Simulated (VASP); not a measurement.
# Mg6F in VASP: a series of runs, part 2 of 2

VASP 6.6.1.

### Step 4. Single point, PBE

The input, INCAR:

```
SYSTEM = Mg6F
ALGO     = Normal         ! electronic algorithm
DIPOL    = 0.5 0.5 0.326
EDIFF    = 1E-7           ! SCF threshold, eV
ENCUT    = 520            ! plane-wave cutoff, eV
GGA      = PE             ! functional
IDIPOL   = 3            
ISIF     = 2              ! what is computed and relaxed
ISMEAR   = 0              ! smearing method
LASPH    = .True.         ! aspherical terms in the spheres
LCHARG   = .False.        ! write CHGCAR
LDIPOL   = .True.       
LREAL    = .False.        ! projectors in reciprocal space
LWAVE    = .False.        ! write WAVECAR
NBANDS   = 18             ! bands
NELM     = 100            ! most SCF steps
PREC     = Accurate       ! precision mode
SIGMA    = 0.1            ! smearing width, eV
```

The input, KPOINTS:

```
k-points
0
Gamma
  9 4 1
  0 0 0
```

The input, POSCAR:

```
Mg6F
1.0
    3.2034417932      0.0000000000      0.0000000000
   -1.6017208966      7.8153198520      0.0000000000
    0.0000000000      0.0000000000     20.9851131634
Mg F
6 1
Direct
    0.8493879956      0.6987759913      0.1906113143
    0.5210014932      0.0420029864      0.2197581863
    0.1926149907      0.3852299814      0.2489050583
    0.3710660944      0.7414803149      0.3283003664
    0.0426232582      0.0834482649      0.3542380799
    0.7128162912      0.4251093731      0.3805132287
    0.7128162912      0.8001093731      0.5582582792
```

Potentials or basis: VASP PAW PBE potentials, release 64 (Mg, F).

Launch:

```console
$ cat potpaw_PBE.64/Mg/POTCAR potpaw_PBE.64/F/POTCAR > POTCAR
$ mpirun -np 1 vasp_std > vasp.out
```

OUTCAR:

```text
SYSTEM = Mg6F
   EDIFF = 1E-7
   ENCUT = 520
   GGA = PE
   ISIF = 2
   ISMEAR = 0
   LASPH = .True.
   LREAL = .False.
   NELM = 100
   PREC = Accurate

 ion  position               nearest neighbor table
   1  0.849  0.699  0.191-   3 3.17   3 3.17   2 3.18   2 3.18   4 3.32   4 3.32
   2  0.521  0.042  0.220-   3 3.18   3 3.18   1 3.18   1 3.18   5 3.26   5 3.26   4 3.27
   3  0.193  0.385  0.249-   1 3.17   1 3.17   2 3.18   2 3.18   6 3.21   6 3.21   5 3.23   4 3.24

   4  0.371  0.741  0.328-   6 3.14   6 3.14   5 3.16   5 3.16   3 3.24   2 3.27   1 3.32   1 3.32

[... 631 lines left out ...]
  Total       -3.7422604     -0.8747744     -1.8269766     -0.4085342     -0.1090746      0.0066543
  in kB      -11.4122078     -2.6676677     -5.5714553     -1.2458453     -0.3326283      0.0202927
  external PRESSURE =      -6.5504436 kB  Pullay stress =       0.0000000 kB

 VOLUME and BASIS-vectors are now :
 -----------------------------------------------------------------------------
  energy-cutoff  :      520.00
  volume of cell :      525.38
      direct lattice vectors                 reciprocal lattice vectors
     3.203441793  0.000000000  0.000000000     0.312164249  0.063976908  0.000000000
    -1.601720897  7.815319852  0.000000000     0.000000000  0.127953816  0.000000000
     0.000000000  0.000000000 20.985113163     0.000000000  0.000000000  0.047652829

 POSITION                                       TOTAL-FORCE (eV/Angst)
 -----------------------------------------------------------------------------------
      1.60172      5.46116      4.00000         0.000609      0.023992      0.115694
      1.60172      0.32827      4.61165        -0.001191     -0.043212      0.038763
      0.00000      3.01070      5.22330         0.000528      0.026629     -0.134257
      0.00104      5.79491      6.88942         0.001303      0.014365      0.032083
      0.00288      0.65217      7.43373        -0.002332     -0.044690      0.126027
      1.60256      3.32237      7.98511        -0.001353      0.048290      0.239519
      1.00191      6.25311     11.71511         0.002436     -0.025375     -0.417830
 -----------------------------------------------------------------------------------
    total drift:                                0.000633     -0.000126     -0.000463

  FREE ENERGIE OF THE ION-ELECTRON SYSTEM (eV)
  ---------------------------------------------------
  free  energy   TOTEN  =        -8.5630676027 eV

  energy  without entropy=       -8.4962999451  energy(sigma->0) =       -8.52968377

 vacuum level on the upper side and lower side of the slab         5.570        -0.001
```

OSZICAR:

```text
N       E                     dE             d eps       ncg     rms          rms(c)
DAV:   1     0.888767238138E+02    0.88877E+02   -0.50032E+03   740   0.657E+02
DAV:   2     0.729328382606E+01   -0.81583E+02   -0.73865E+02   990   0.114E+02
DAV:   3    -0.135165265833E+02   -0.20810E+02   -0.20558E+02   824   0.593E+01
[... 35 lines left out ...]
DAV:  39    -0.856306663584E+01   -0.38951E-06   -0.16217E-07   710   0.103E-03    0.145E-03
DAV:  40    -0.856306703199E+01   -0.39615E-06   -0.42374E-08   592   0.776E-04    0.303E-03
DAV:  41    -0.856306733475E+01   -0.30276E-06   -0.32399E-08   616   0.651E-04    0.128E-03
DAV:  42    -0.856306756563E+01   -0.23088E-06   -0.30812E-08   580   0.679E-04    0.763E-04
DAV:  43    -0.856306760266E+01   -0.37030E-07   -0.40201E-09   616   0.363E-04
   1 F= -.85630676E+01 E0= -.85296838E+01  d E =-.667677E-01
```

stdout:

```text
POSCAR found type information on POSCAR MgF
 POSCAR found :  2 types and       7 ions
 scaLAPACK will be used
 LDA part: xc-table for (Slater+PW92), standard interpolation
 -----------------------------------------------------------------------------
|                                                                             |
|           W    W    AA    RRRRR   N    N  II  N    N   GGGG   !!!           |
|           W    W   A  A   R    R  NN   N  II  NN   N  G    G  !!!           |
|           W    W  A    A  R    R  N N  N  II  N N  N  G       !!!           |
|           W WW W  AAAAAA  RRRRR   N  N N  II  N  N N  G  GGG   !            |
|           WW  WW  A    A  R   R   N   NN  II  N   NN  G    G                |
|           W    W  A    A  R    R  N    N  II  N    N   GGGG   !!!           |
|                                                                             |
|     Your reciprocal lattice and k-lattice belong to different lattice       |
|     classes:                                                                |
|                                                                             |
|        The reciprocal lattice is base centered orthorhombic,                |
|        whereas your k-lattice is simple monoclinic.                         |
|                                                                             |
|     Results are often still useful ...                                      |
|                                                                             |
 -----------------------------------------------------------------------------

 POSCAR, INCAR and KPOINTS ok, starting setup
 FFT: planning ... GRIDC
 FFT: planning ... GRID_SOFT
 FFT: planning ... GRID
 WAVECAR not read
 entering main loop
```

Run time: 11 min. Hardware: 1 thread of Oxide Virtual Turin-like, shared host; peak memory 0.54 GiB.

What came out:

| Property | Result |
| --- | --- |
| Free energy | -8.5631 eV |
| Largest force | 0.419 eV/Å |
| Band gap on the k mesh | zero (an odd number of electrons rules out a gap without spin polarisation) |

Forces in eV/Å, atoms in the order of the input:
```
Mg   0.001  0.024  0.116
Mg  -0.001 -0.043  0.039
Mg   0.001  0.027 -0.134
Mg   0.001  0.014  0.032
Mg  -0.002 -0.045  0.126
Mg  -0.001  0.048  0.240
F    0.002 -0.025 -0.418
```

Levels at points of the mesh, in eV from the Fermi level:
```csv
k point,band 8,band 9,band 10,band 11,band 12,band 13
"(0.00, 0.00, 0.00)",-0.60,-0.19,-0.18,0.07,0.94,1.32
"(0.00, 0.50, 0.00)",-0.44,-0.31,-0.18,-0.17,0.07,1.17
```

Caveat: an odd number of electrons without spin polarisation forces a metal; a magnetic or distorted state may lie lower.

### Step 5. Overview

| cell | gap on the mesh (eV) | largest force (eV/Å) |
| --- | --- | --- |
| as given, atomic positions A | none | 2.16 |
| as given, atomic positions B | none | 1.14 |
| as given, atomic positions C | none | 0.42 |

Alike in all rows: task single point; level PBE; potentials or basis VASP PAW PBE potentials, release 64 (Mg, F); no spin polarisation; k mesh 9 × 4 × 1; cutoff (eV) 520; smearing gaussian 0.1 eV.

Caveats: an odd number of electrons without spin polarisation forces a metal; a magnetic or distorted state may lie lower.

Absolute energies hang on the potentials; compare differences alone.
